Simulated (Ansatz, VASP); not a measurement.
**Ba2TeAs in VASP and in Ansatz**

```xyz
4
Lattice="5.8546 0.0000 0.0000 -2.9273 5.0703 0.0000 0.0000 0.0000 6.7873" Properties=species:S:1:pos:R:3 pbc="T T T"
Ba    0.0000    0.0000    0.0000
Ba    0.0000    3.3802    3.3937
Te    0.0000    3.3802    0.0000
As    0.0000    0.0000    3.3937
```

Alike in both runs: functional PBE; k mesh 3 × 3 × 4; occupations gaussian, width 0.1 eV; no spin polarisation.

Ansatz relaxed the structure, and its values are those at the end. VASP's run is a single point on that final structure, the one shown.

```csv
,VASP,Ansatz
version,VASP 6.6.1,Ansatz 0.2.0
potentials or method,"VASP PAW PBE potentials, release 64 (Ba_sv, Te, As), cutoff 520 eV","scalar-relativistic, plane waves, PAW"
valence electrons in the cell,31,51
```

Ansatz gave:

```
gap on the k mesh at the Fermi level (eV) : none
pressure (GPa)                            : 0.0
```

Q: Which values does VASP return?

A: gap on the k mesh at the Fermi level (eV): none; pressure (GPa): 0.2.

A gap of «none» marks a metal or a gap that the smearing closes. VASP's potentials hold 31 valence electrons a cell and Ansatz's 51, so a difference there can come from the potentials and not from the codes.

The k mesh is coarse, so the values compare programs but aren't converged. Neither program's run includes spin-orbit coupling.
